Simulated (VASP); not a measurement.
SrB2: single point with PBE

The system is SrB2.

```
Sr B
1.0
     3.30448    0.00000    0.00000
    -1.65224    2.86177    0.00000
     0.00000    0.00000    4.41060
Sr B
1 2
Direct
  0.00000 0.00000 0.50000
  0.33333 0.66667 0.00000
  0.66667 0.33333 0.00000
```

```yaml
Program: VASP 6.6.1
Task: single point
Functional: PBE
Potentials_or_basis: VASP PAW PBE potentials, release 64 (Sr_sv, B)
Cutoff: 520 eV
k_mesh: 6 × 6 × 4
Occupations: gaussian, width 0.1 eV
Spin: no spin polarisation
Dipole_correction: no
Further_INCAR_settings: ALGO = Normal; EDIFF = 1e-06; NBANDS = 15
```

| Quantity | Value |
| --- | --- |
| Pressure | 0.2 GPa |
| Band gap on the k mesh | zero (band 8 reaches 5.19 eV, above the bottom of band 9 at 3.84 eV) |

Stress tensor (GPa, compression positive):
```
0.13 0.00 0.00
0.00 0.13 0.00
0.00 0.00 0.44
```

Levels at points of the mesh, in eV from the Fermi level:
| k point | band 6 | band 7 | band 8 | band 9 | band 10 | band 11 |
| --- | --- | --- | --- | --- | --- | --- |
| (0.00, 0.00, 0.00) | -1.46 | -0.16 | 0.34 | 0.34 | 5.26 | 5.26 |
| (0.50, 0.00, 0.00) | -6.11 | -1.94 | -1.05 | 0.32 | 2.74 | 5.76 |
| (0.00, 0.00, 0.50) | -4.25 | 0.81 | 0.81 | 2.36 | 4.00 | 4.00 |
| (0.50, 0.00, 0.50) | -5.13 | -1.61 | -1.23 | 0.09 | 4.91 | 5.03 |

Wall time 24 s on 1 thread of AMD EPYC 7R13 Processor (Zen 3), on a shared host, peak memory 0.14 GiB.

Caveat: the k points lie up to 0.37 Å⁻¹ apart.
